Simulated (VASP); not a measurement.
Wanted: the native input for a VASP 6.6.1 run.

```
Task                   : single point
Functional             : PBE
Potentials or basis    : VASP PAW PBE potentials, release 64 (Ta_pv, Si)
Cutoff                 : 520 eV
k mesh                 : 9 × 9 × 6
Occupations            : gaussian, width 0.15 eV
Spin                   : no spin polarisation
Dipole correction      : no
Further INCAR settings : ALGO = Fast; EDIFF = 1e-06; NBANDS = 38
```

The structure of TaSi2 lies in POSCAR:

```
TaSi2
1.0
    4.8060235202      0.0000000000      0.0000000000
   -2.4030117601      4.1621384597      0.0000000000
    0.0000000000      0.0000000000      6.5995345254
Ta Si
3 6
Direct
    0.2752819986      0.0000000000     -0.0654591621
    0.5000000000      0.5000000000      0.6666666667
    0.0000000000      0.5000000000      0.3333333333
    0.1589152396      0.3178304793      0.0000000000
    0.8410847604      0.1589152396      0.6666666667
    0.6821695207      0.8410847604      0.3333333333
    0.8410847604      0.6821695207      0.0000000000
    0.1589152396      0.8410847604      0.6666666667
    0.3178304793      0.1589152396      0.3333333333
```

This cell differs from its parent crystal: atom 1 (Ta) moved by -1.080 Å along [1 0 0] and -0.432 Å along [0 0 1].

These files were run (other wordings do the same):

INCAR

```
PREC     = Accurate       # precision mode
ENCUT    = 520            # plane-wave cutoff, eV
EDIFF    = 1E-6           # SCF threshold, eV
ISMEAR   = 0              # smearing method
SIGMA    = 0.15           # smearing width, eV
LREAL    = F              # projectors in reciprocal space
LASPH    = T              # aspherical terms in the spheres
NELM     = 60             # most SCF steps
ALGO     = Fast           # electronic algorithm
ISIF     = 2              # what is computed and relaxed
LWAVE    = F              # write WAVECAR
LCHARG   = F              # write CHGCAR
GGA      = PE             # functional
NBANDS   = 38             # bands
```

KPOINTS

```
Automatic mesh
0
Gamma
  9 9 6
```

Potentials or basis: VASP PAW PBE potentials, release 64 (Ta_pv, Si).

Run with:

```bash
$ cat potpaw_PBE.64/Ta_pv/POTCAR potpaw_PBE.64/Si/POTCAR > POTCAR
$ mpirun -np 1 vasp_std > vasp.out
```

Results of the run:

The pressure is 40.6 GPa. The largest force is 27.901 eV/Å and the band gap on the k mesh is zero (an odd number of electrons rules out a gap without spin polarisation).

Caveat: the cell differs from its parent crystal (atom 1 (Ta) moved by -1.080 Å along [1 0 0] and -0.432 Å along [0 0 1]); the stress differs along the axes, from 35 to 46 GPa; spin-orbit coupling is left out, which moves the levels of the heavy elements; forces of over 1 eV/Å act on the atoms, so gaps and moduli don't describe the material at rest.

Run time: 44 min on 1 thread of Oxide Virtual Turin-like Processor, with other jobs on the host, peak memory 0.89 GiB.
